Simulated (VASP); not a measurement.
A run of VASP 6.6.1:

INCAR

```
SYSTEM = Mn
PREC = Accurate
ENCUT = 520
EDIFF = 1E-7
ISMEAR = -1
SIGMA = 0.1
LREAL = .FALSE.
LASPH = .TRUE.
NELM = 60
ALGO = Normal
ISIF = 2
LWAVE = .FALSE.
LCHARG = .FALSE.
GGA = B5
ALDAX = 1.0
AGGAX = 1.0
AGGAC = 1.0
ALDAC = 0.0
NBANDS = 20
```

KPOINTS

```
Automatic mesh
0
G
  12 12 12
  0 0 0
```

The input POSCAR:

```
Mn
1.0
    0.0000000000      2.4743447089      2.4743447089
    2.4743447089      0.0000000000      2.4743447089
    2.4743447089      2.4743447089      0.0000000000
Mn
2
Direct
    0.1250000000      0.1250000000      0.1250000000
    0.8750000000      0.8750000000      0.8750000000
```

Potentials or basis: VASP PAW PBE potentials, release 64 (Mn_pv).

Run with:

```sh
$ cat potpaw_PBE.64/Mn_pv/POTCAR > POTCAR
$ mpirun -np 1 vasp_std > vasp.out
```

Hardware: 1 thread of Intel(R) Xeon(R) Platinum 8488C (Sapphire Rapids) (shared host).

Estimate the wall time of this run.

It took 41 s on 1 thread of Intel(R) Xeon(R) Platinum 8488C (Sapphire Rapids), on a shared host, peak memory 0.17 GiB. Counts: scf iterations 13, k points 72.
